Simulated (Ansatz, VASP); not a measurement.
# FeO in VASP and in Ansatz

INCAR

```
PREC = Accurate
ENCUT = 520
EDIFF = 1E-6
ISMEAR = 0
SIGMA = 0.027000000000000003
LREAL = F
LASPH = T
NELM = 150
ALGO = Normal
ISIF = 2
LWAVE = F
LCHARG = F
ISPIN = 2
MAGMOM = 3 0
LORBIT = 11
LMAXMIX = 4
GGA = PE
NBANDS = 18
```

The input KPOINTS:

```
Automatic mesh
0
Gamma
  11 11 11
```

Contents of POSCAR:

```
FeO
1.0
    0.0000000000      2.1554000000      2.1554000000
    2.1554000000      0.0000000000      2.1554000000
    2.1554000000      2.1554000000      0.0000000000
Fe O
1 1
Direct
    0.0000000000      0.0000000000      0.0000000000
    0.5000000000      0.5000000000      0.5000000000
```

The input input.yaml:

```yaml
crystal:
  lattice:
    - [0.0, 2.1554, 2.1554]
    - [2.1554, 0.0, 2.1554]
    - [2.1554, 2.1554, 0.0]
  atoms:
    - { symbol: Fe, position: [0.0, 0.0, 0.0], spin: 3.0 }
    - { symbol: O, position: [0.5, 0.5, 0.5] }
kpoints:
  mp_grid: { grid: [11, 11, 11] }
scf:
  occupations: { method: gaussian, width: 0.027 }
hamiltonian:
  xc: pbe
  pseudopotentials: { kind: all_electron, lapw: { basis_error: 0.001 } }
magnetization:
  spin_polarized: true
output:
  forces: true
  stress: true
  eigenvalues: true
```

Alike in both runs: task single point; functional PBE; k mesh 11 × 11 × 11; occupations gaussian, width 0.027 eV; collinear spin.

|  | VASP | Ansatz |
| --- | --- | --- |
| version | VASP 6.6.1 | Ansatz 0.2.0 |
| potentials or method | VASP PAW PBE potentials, release 64 (Fe, O), cutoff 520 eV | all-electron LAPW, scalar-relativistic |

```csv
,VASP,Ansatz,Ansatz less VASP
gap on the k mesh at the Fermi level (eV),none,none,-
pressure (GPa),-0.2,-0.4,-0.13
net moment per atom (μB),2.00,2.00,0.000
size of the moment on the site where the two differ most (μB),0.30,0.32,+0.020
```

Site moments also hang on the region over which each program counts them. A gap of «none» marks a metal or a gap that the smearing closes. Ansatz ran all-electron here, and VASP with PAW potentials.
